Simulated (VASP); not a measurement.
Runs of VASP 6.6.1 on Hg. The structure is that of space group P6_3/mmc (No. 194), or close to it. The cells are those of the table. 

```csv
cell,gap on the mesh (eV),pressure (GPa)
"a = 2.871, b = 2.871, c = 5.067 Å, angles 90.0, 90.0, 120.0°, 2 atoms",none,22.0
"a = 3.044, b = 3.044, c = 5.475 Å, angles 90.0, 90.0, 120.0°, 2 atoms",none,(a)
"a = 2.757, b = 2.757, c = 4.713 Å, angles 90.0, 90.0, 120.0°, 2 atoms",none,64.3
"a = 2.805, b = 2.805, c = 4.847 Å, angles 90.0, 90.0, 120.0°, 2 atoms",none,43.2
```

Alike in all rows: task single point; level LDA; potentials or basis VASP PAW LDA potentials, release 64 (Hg); no spin polarisation; k mesh 7 × 7 × 4; cutoff (eV) 520; smearing fermi-dirac 0.1 eV.

Estimate the missing entries.

(a) 0.5.

Caveats: some runs use coarse meshes; spin-orbit coupling is left out, which moves the levels of the heavy elements.

A k mesh can miss the band edges, and the runs leave out spin-orbit coupling on Hg.

A gap of «none» marks levels without a gap at the run's occupations.
